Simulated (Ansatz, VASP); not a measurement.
## LiH in VASP and in Ansatz

File POSCAR:

```
LiH
1.0
    0.0000000000      2.1451220099      2.1451220099
    2.1451220099      0.0000000000      2.1451220099
    2.1451220099      2.1451220099      0.0000000000
Li H
1 1
Direct
    0.0000000000      0.0000000000      0.0000000000
    0.2500000000      0.2500000000      0.2500000000
```

INCAR.step1

```
PREC     = Accurate       # precision mode
ENCUT    = 830            # plane-wave cutoff, eV
ISMEAR   = 1              # smearing method
SIGMA    = 0.05           # smearing width, eV
LREAL    = False          # projectors in reciprocal space
LASPH    = True           # aspherical terms in the spheres
NELM     = 120            # most SCF steps
NBANDS   = 9              # bands
GGA      = PE             # functional
ALGO     = Normal         # electronic algorithm
EDIFF    = 1E-5           # SCF threshold, eV
LWAVE    = True           # write WAVECAR
LCHARG   = False          # write CHGCAR
GGA_COMPAT= False
```

The input INCAR.step2:

```
PREC     = Accurate       # precision mode
ENCUT    = 830            # plane-wave cutoff, eV
EDIFF    = 1E-6           # SCF threshold, eV
ISMEAR   = 1              # smearing method
SIGMA    = 0.05           # smearing width, eV
LREAL    = False          # projectors in reciprocal space
LASPH    = True           # aspherical terms in the spheres
NELM     = 120            # most SCF steps
ALGO     = Normal         # electronic algorithm
ISIF     = 2              # what is computed and relaxed
LWAVE    = False          # write WAVECAR
LCHARG   = False          # write CHGCAR
METAGGA  = R2SCAN         # meta-GGA
LMIXTAU  = True         
NBANDS   = 9              # bands
ISTART   = 1            
GGA_COMPAT= False
```

The input KPOINTS:

```
regular mesh
0
Gamma
  8 8 8
```

Input for Ansatz:

```yaml
crystal:
  lattice:
    - [0.0, 2.1451220099, 2.1451220099]
    - [2.1451220099, 0.0, 2.1451220099]
    - [2.1451220099, 2.1451220099, 0.0]
  atoms:
    - { symbol: Li, position: [0.0, 0.0, 0.0] }
    - { symbol: H, position: [0.25, 0.25, 0.25] }
kpoints:
  mp_grid: { grid: [8, 8, 8] }
hamiltonian:
  xc: r2scan
scf:
  occupations: { method: cold, width: 0.05 }
  n_extra_bands: 4
output:
  forces: true
  stress: true
  eigenvalues: true
```

Alike in both runs: task single point; functional r2SCAN; k mesh 8 × 8 × 8; no spin polarisation.

```csv
,VASP,Ansatz
version,VASP 6.6.1,Ansatz 0.2.0
potentials or method,"VASP PAW PBE potentials, release 64 (Li_sv, H)",plane waves
plane-wave cutoff (eV),830,500
occupations,"methfessel-paxton of order 1, width 0.05 eV","cold, width 0.05 eV"
valence electrons in the cell,4,4
```

```tsv
	VASP	Ansatz	Ansatz less VASP
gap on the k mesh at the Fermi level (eV)	4.78	4.72	-0.066
pressure (GPa)	-0.1	0.0	+0.15
```

VASP's potentials were made for PBE, not for r2SCAN.
